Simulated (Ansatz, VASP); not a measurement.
## One calculation of C, two programs

```
CELL_PARAMETERS angstrom
-1.18407 1.18407 1.18407
1.18407 -1.18407 1.18407
1.18407 1.18407 -1.18407
ATOMIC_POSITIONS crystal
C 0.00000 0.00000 0.00000
```

Alike in both runs: task single point; functional PBE; k mesh 16 × 16 × 16; occupations tetrahedron; no spin polarisation.

```csv
,VASP,Ansatz
version,VASP 6.6.1,Ansatz 0.2.0
potentials or method,"VASP PAW PBE potentials, release 64 (C), cutoff 600 eV","all-electron LAPW, scalar-relativistic"
```

|  | VASP | Ansatz | Ansatz less VASP |
| --- | --- | --- | --- |
| pressure (GPa) | 2.0 | 2.0 | -0.03 |

Ansatz ran all-electron here, and VASP with PAW potentials. Ansatz's warnings: band table not solved further, tetrahedron derivatives may miss energy slope.
